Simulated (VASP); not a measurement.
# In2O (antifluorite type) (Fm-3m) in VASP: further runs, part 2 of 3

VASP 6.6.1. The steps go on from the part before.

## (3) Single point, PBE

Input file INCAR:

```
PREC = Accurate
ENCUT = 520
EDIFF = 1E-7
ISMEAR = -1
SIGMA = 0.06122561905347299
LREAL = F
LASPH = T
NELM = 100
ALGO = Normal
ISIF = 2
LWAVE = F
LCHARG = F
GGA = PE
NBANDS = 23
```

Input file KPOINTS:

```
Automatic mesh
0
Gamma
  10 10 10
```

Input file POSCAR:

```
In2O
1.0
    0.0000000000      3.2270960057      3.2270960057
    3.2270960057      0.0000000000      3.2270960057
    3.2270960057      3.2270960057      0.0000000000
In O
2 1
Direct
    0.2500000000      0.2500000000      0.2500000000
    0.7500000000      0.7500000000      0.7500000000
    0.0000000000      0.0000000000      0.0000000000
```

Potentials or basis: VASP PAW PBE potentials, release 64 (In_d, O).

The run is started by

```sh
> cat potpaw_PBE.64/In_d/POTCAR potpaw_PBE.64/O/POTCAR > POTCAR
> mpirun -np 1 vasp_std > vasp.out
```

OUTCAR:

```text
PREC = Accurate
   ENCUT = 520
   EDIFF = 1E-7
   ISMEAR = -1
   LREAL = F
   LASPH = T
   NELM = 100
   ISIF = 2
   GGA = PE

 ion  position               nearest neighbor table
   1  0.250  0.250  0.250-   3 2.79   3 2.79   3 2.79   3 2.79   2 3.23   2 3.23   2 3.23   2 3.23
                             2 3.23   2 3.23
   2  0.750  0.750  0.750-   3 2.79   3 2.79   3 2.79   3 2.79   1 3.23   1 3.23   1 3.23   1 3.23
                             1 3.23   1 3.23
   3  0.000  0.000  0.000-   2 2.79   2 2.79   2 2.79   1 2.79   2 2.79   1 2.79   1 2.79   1 2.79

  LATTYP: Found a face centered cubic cell.
 ALAT       =     6.4541920114

  Lattice vectors:

 A1 = (   0.0000000000,   3.2270960057,   3.2270960057)
 A2 = (   3.2270960057,   0.0000000000,   3.2270960057)
 A3 = (   3.2270960057,   3.2270960057,   0.0000000000)

Analysis of symmetry for initial positions (statically):
=====================================================================
 Subroutine PRICEL returns:
 Original cell was already a primitive cell.

 Routine SETGRP: Setting up the symmetry group for a
 face centered cubic supercell.

 Subroutine GETGRP returns: Found 48 space group operations
 (whereof 48 operations were pure point group operations)
 out of a pool of 48 trial point group operations.

The static configuration has the point symmetry O_h .

Analysis of symmetry for dynamics (positions and initial velocities):
=====================================================================
 Subroutine PRICEL returns:
 Original cell was already a primitive cell.

 Routine SETGRP: Setting up the symmetry group for a
 face centered cubic supercell.

 Subroutine GETGRP returns: Found 48 space group operations
 (whereof 48 operations were pure point group operations)
 out of a pool of 48 trial point group operations.

The dynamic configuration has the point symmetry O_h .

 Subroutine INISYM returns: Found 48 space group operations
[... 110 lines left out ...]
   NELECT =      32.0000    total number of electrons
   NUPDOWN=      -1.0000    fix difference up-down
   EMIN   =  10.00;   EMAX   =-10.00  energy-range for DOS
   EFERMI =   0.00;   METHOD = LEGACY
   ISMEAR =    -1;   SIGMA  =   0.06  broadening in eV -4-tet -1-fermi 0-gaus
   EFERMI_NEDOS =   21; number of points for ismear=-14 and -15
   IALGO  =     38    algorithm
   IMIX   =      4    mixing-type and parameters
     AMIX     =   0.40;   BMIX     =  1.00
     AMIX_MAG =   1.60;   BMIX_MAG =  1.00
  volume/ion in A,a.u.               =      22.40       151.20
  Fermi-wavevector in a.u.,A,eV,Ry     =   1.278310  2.415656 22.232969  1.634077
  Thomas-Fermi vector in A             =   2.410860
   LORBIT       =      0    0 simple, 1 ext, 2 COOP (PROOUT), +10 PAW based schemes
   GGA     = PE    functional components
   LHFCALC =     F    Hartree Fock is set to
   AEXX    =    0.0000 exact exchange contribution
   IVDW    =     0    specifies the selected vdW correction
   LEPSILON=     F    determine dielectric tensor
   LRPA    =     F    only Hartree local field effects (RPA)
 non-spin polarized calculation
  energy-cutoff  :      520.00
  volume of cell :       67.21
 maximum number of plane-waves:      1837
 NGX is ok and might be reduce to    36
   NGX = 17   NGY = 17   NGZ = 17

 number of electron      31.9999989 magnetization

 Free energy of the ion-electron system (eV)
  ---------------------------------------------------
  ext. energy  EPLUGINS =         0.00000000
  ---------------------------------------------------
  free energy    TOTEN  =       -10.60875150 eV

  energy without entropy =      -10.59526812  energy(sigma->0) =      -10.60200981

 E-fermi :   5.5063     XC(G=0):  -9.7273

 val. band max:        5.5008053628   @ k =   0.5000   0.0000   0.0000
 cond. band min:       5.5451565813   @ k =   0.5000   0.5000   0.0000
 fundamental gap:      0.0443512186
 Fermi energy:         5.5062546151

 k-point     1 :       0.0000    0.0000    0.0000
  band No.  band energies     occupation
      1     -11.3192      2.00000
      2      -9.0343      2.00000
      3      -9.0343      2.00000
      4      -8.8614      2.00000
      5      -8.8614      2.00000
      6      -8.8614      2.00000
[... 613 lines left out ...]
     22      13.8360      0.00000
     23      14.5571      0.00000

 [... further k-points ...]
[... 5 lines left out ...]
  --------------------------------------------------------------------------------------
  -------------------------------------------------------------------------------------
  Total       -0.3678948     -0.3678948     -0.3678948     -0.0000000     -0.0000000      0.0000000
  in kB       -8.7693738     -8.7693738     -8.7693738     -0.0000000     -0.0000000      0.0000000
  external PRESSURE =      -8.7693738 kB  Pullay stress =       0.0000000 kB

 VOLUME and BASIS-vectors are now :
 -----------------------------------------------------------------------------
  energy-cutoff  :      520.00
  volume of cell :       67.21
      direct lattice vectors                 reciprocal lattice vectors
     0.000000000  3.227096006  3.227096006    -0.154938062  0.154938062  0.154938062
     3.227096006  0.000000000  3.227096006     0.154938062 -0.154938062  0.154938062
     3.227096006  3.227096006  0.000000000     0.154938062  0.154938062 -0.154938062

 POSITION                                       TOTAL-FORCE (eV/Angst)
 -----------------------------------------------------------------------------------
      1.61355      1.61355      1.61355         0.000000      0.000000      0.000000
      4.84064      4.84064      4.84064        -0.000000      0.000000     -0.000000
      0.00000      0.00000      0.00000        -0.000000     -0.000000     -0.000000
 -----------------------------------------------------------------------------------
    total drift:                                0.000000      0.000000      0.000000

  FREE ENERGIE OF THE ION-ELECTRON SYSTEM (eV)
  ---------------------------------------------------
  free  energy   TOTEN  =       -10.6087515044 eV

  energy  without entropy=      -10.5952681242  energy(sigma->0) =      -10.60200981
```

stdout:

```text
POSCAR found type information on POSCAR InO
 POSCAR found :  2 types and       3 ions
 scaLAPACK will be used
 LDA part: xc-table for (Slater+PW92), standard interpolation
 POSCAR, INCAR and KPOINTS ok, starting setup
 FFT: planning ... GRIDC
 FFT: planning ... GRID_SOFT
 FFT: planning ... GRID
 WAVECAR not read
 entering main loop
```

It took 2.7 min on 1 thread of Intel Xeon 8259CL, shared host; peak memory 0.23 GiB.

Results:

```
Free energy            : -10.6088 eV
Pressure               : -0.9 GPa
Band gap on the k mesh : zero (bands 16 and 17 overlap by 1.64 eV)
```

Caveat: spin-orbit coupling is left out, which moves the levels of the heavy elements.

## (4) Single point, PBE

This run uses another cell than the first one, of 22.84 Å³/atom.

Input file INCAR:

```
PREC = Accurate ; ENCUT = 520
EDIFF = 1E-6 ; ISMEAR = -1
SIGMA = 0.06122561905347299 ; LREAL = F
LASPH = T ; NELM = 80
ALGO = Normal ; ISIF = 2
LWAVE = F ; LCHARG = F
GGA = PE ; NBANDS = 23
```

KPOINTS is that of step 3.

Input file POSCAR:

```
In2O
1.0
    0.0000000000      3.2480517618      3.2480517618
    3.2480517618      0.0000000000      3.2480517618
    3.2480517618      3.2480517618      0.0000000000
In O
2 1
Direct
    0.2500000000      0.2500000000      0.2500000000
    0.7500000000      0.7500000000      0.7500000000
    0.0000000000      0.0000000000      0.0000000000
```

Potentials or basis: VASP PAW PBE potentials, release 64 (In_d, O).

The run is started by

```sh
> cat potpaw_PBE.64/In_d/POTCAR potpaw_PBE.64/O/POTCAR > POTCAR
> mpirun -np 1 vasp_std > vasp.out
```

OUTCAR:

```text
PREC = Accurate
   ENCUT = 520
   EDIFF = 1E-6
   ISMEAR = -1
   LREAL = F
   LASPH = T
   NELM = 80
   ISIF = 2
   GGA = PE

 ion  position               nearest neighbor table
   1  0.250  0.250  0.250-   3 2.81   3 2.81   3 2.81   3 2.81   2 3.25   2 3.25   2 3.25   2 3.25
                             2 3.25   2 3.25
   2  0.750  0.750  0.750-   3 2.81   3 2.81   3 2.81   3 2.81   1 3.25   1 3.25   1 3.25   1 3.25
                             1 3.25   1 3.25
   3  0.000  0.000  0.000-   1 2.81   2 2.81   2 2.81   2 2.81   2 2.81   1 2.81   1 2.81   1 2.81

  LATTYP: Found a face centered cubic cell.
 ALAT       =     6.4961035236

  Lattice vectors:

 A1 = (   0.0000000000,   3.2480517618,   3.2480517618)
 A2 = (   3.2480517618,   0.0000000000,   3.2480517618)
 A3 = (   3.2480517618,   3.2480517618,   0.0000000000)

Analysis of symmetry for initial positions (statically):
=====================================================================
 Subroutine PRICEL returns:
 Original cell was already a primitive cell.

 Routine SETGRP: Setting up the symmetry group for a
 face centered cubic supercell.

 Subroutine GETGRP returns: Found 48 space group operations
 (whereof 48 operations were pure point group operations)
 out of a pool of 48 trial point group operations.

The static configuration has the point symmetry O_h .

Analysis of symmetry for dynamics (positions and initial velocities):
=====================================================================
 Subroutine PRICEL returns:
 Original cell was already a primitive cell.

 Routine SETGRP: Setting up the symmetry group for a
 face centered cubic supercell.

 Subroutine GETGRP returns: Found 48 space group operations
 (whereof 48 operations were pure point group operations)
 out of a pool of 48 trial point group operations.

The dynamic configuration has the point symmetry O_h .

 Subroutine INISYM returns: Found 48 space group operations
[... 110 lines left out ...]
   NELECT =      32.0000    total number of electrons
   NUPDOWN=      -1.0000    fix difference up-down
   EMIN   =  10.00;   EMAX   =-10.00  energy-range for DOS
   EFERMI =   0.00;   METHOD = LEGACY
   ISMEAR =    -1;   SIGMA  =   0.06  broadening in eV -4-tet -1-fermi 0-gaus
   EFERMI_NEDOS =   21; number of points for ismear=-14 and -15
   IALGO  =     38    algorithm
   IMIX   =      4    mixing-type and parameters
     AMIX     =   0.40;   BMIX     =  1.00
     AMIX_MAG =   1.60;   BMIX_MAG =  1.00
  volume/ion in A,a.u.               =      22.84       154.16
  Fermi-wavevector in a.u.,A,eV,Ry     =   1.270063  2.400071 21.947009  1.613060
  Thomas-Fermi vector in A             =   2.403070
   LORBIT       =      0    0 simple, 1 ext, 2 COOP (PROOUT), +10 PAW based schemes
   GGA     = PE    functional components
   LHFCALC =     F    Hartree Fock is set to
   AEXX    =    0.0000 exact exchange contribution
   IVDW    =     0    specifies the selected vdW correction
   LEPSILON=     F    determine dielectric tensor
   LRPA    =     F    only Hartree local field effects (RPA)
 non-spin polarized calculation
  energy-cutoff  :      520.00
  volume of cell :       68.53
 maximum number of plane-waves:      1865
 NGX is ok and might be reduce to    36
   NGX = 17   NGY = 17   NGZ = 17

 number of electron      31.9999982 magnetization

 Free energy of the ion-electron system (eV)
  ---------------------------------------------------
  ext. energy  EPLUGINS =         0.00000000
  ---------------------------------------------------
  free energy    TOTEN  =       -10.59932177 eV

  energy without entropy =      -10.58610883  energy(sigma->0) =      -10.59271530

 E-fermi :   5.2994     XC(G=0):  -9.6336

 val. band max:        5.2981906390   @ k =   0.5000   0.0000   0.0000
 cond. band min:       5.3358483111   @ k =   0.5000   0.5000   0.0000
 fundamental gap:      0.0376576721
 Fermi energy:         5.2994477014

 k-point     1 :       0.0000    0.0000    0.0000
  band No.  band energies     occupation
      1     -11.4288      2.00000
      2      -9.2060      2.00000
      3      -9.2060      2.00000
      4      -9.0393      2.00000
      5      -9.0393      2.00000
      6      -9.0393      2.00000
[... 613 lines left out ...]
     22      13.5163      0.00000
     23      14.1869      0.00000

 [... further k-points ...]
[... 5 lines left out ...]
  --------------------------------------------------------------------------------------
  -------------------------------------------------------------------------------------
  Total       -0.6884309     -0.6884309     -0.6884309     -0.0000000      0.0000000     -0.0000000
  in kB      -16.0943018    -16.0943018    -16.0943018     -0.0000000      0.0000000     -0.0000000
  external PRESSURE =     -16.0943018 kB  Pullay stress =       0.0000000 kB

 VOLUME and BASIS-vectors are now :
 -----------------------------------------------------------------------------
  energy-cutoff  :      520.00
  volume of cell :       68.53
      direct lattice vectors                 reciprocal lattice vectors
     0.000000000  3.248051762  3.248051762    -0.153938433  0.153938433  0.153938433
     3.248051762  0.000000000  3.248051762     0.153938433 -0.153938433  0.153938433
     3.248051762  3.248051762  0.000000000     0.153938433  0.153938433 -0.153938433

 POSITION                                       TOTAL-FORCE (eV/Angst)
 -----------------------------------------------------------------------------------
      1.62403      1.62403      1.62403         0.000000     -0.000000      0.000000
      4.87208      4.87208      4.87208        -0.000000      0.000000     -0.000000
      0.00000      0.00000      0.00000         0.000000      0.000000     -0.000000
 -----------------------------------------------------------------------------------
    total drift:                                0.000000      0.000000      0.000000

  FREE ENERGIE OF THE ION-ELECTRON SYSTEM (eV)
  ---------------------------------------------------
  free  energy   TOTEN  =       -10.5993217749 eV

  energy  without entropy=      -10.5861088257  energy(sigma->0) =      -10.59271530
```

OSZICAR:

```text
N       E                     dE             d eps       ncg     rms          rms(c)
DAV:   1     0.273310050647E+03    0.27331E+03   -0.15245E+04  2177   0.183E+03
DAV:   2     0.185458223196E+02   -0.25476E+03   -0.24115E+03  2225   0.411E+02
DAV:   3    -0.123733284989E+02   -0.30919E+02   -0.28933E+02  2808   0.143E+02
[... 13 lines left out ...]
DAV:  17    -0.105993562907E+02    0.33420E-03   -0.48617E-04  2414   0.123E-01    0.934E-02
DAV:  18    -0.105993214643E+02    0.34826E-04   -0.10613E-04  2981   0.556E-02    0.198E-02
DAV:  19    -0.105993227620E+02   -0.12977E-05   -0.20372E-06  1893   0.900E-03    0.175E-02
DAV:  20    -0.105993215594E+02    0.12026E-05   -0.37798E-06  2338   0.109E-02    0.316E-03
DAV:  21    -0.105993217749E+02   -0.21550E-06   -0.13080E-07  1137   0.243E-03
   1 F= -.10599322E+02 E0= -.10592715E+02  d E =-.132129E-01
```

Run time: 2.7 min. Hardware: 1 thread of Intel Xeon 8259CL, shared host; peak memory 0.24 GiB.

Results:

```yaml
Free_energy: -10.5993 eV
Pressure: -1.6 GPa
Band_gap_on_the_k_mesh: zero (bands 16 and 17 overlap by 1.46 eV)
```

Levels at points of the mesh, in eV from the Fermi level:
```csv
k point,band 13,band 14,band 15,band 16,band 17,band 18,band 19,band 20
"(0.00, 0.00, 0.00)",-2.21,-2.21,-2.21,1.28,1.96,1.96,1.96,6.61
"(0.50, 0.00, 0.00)",-4.29,-2.53,-2.53,0.00,2.81,2.81,3.70,4.92
"(0.50, 0.50, 0.00)",-3.24,-3.24,-2.07,-1.38,0.04,2.46,2.46,6.53
```

Caveat: spin-orbit coupling is left out, which moves the levels of the heavy elements.

(Continued in part 3 of 3.)
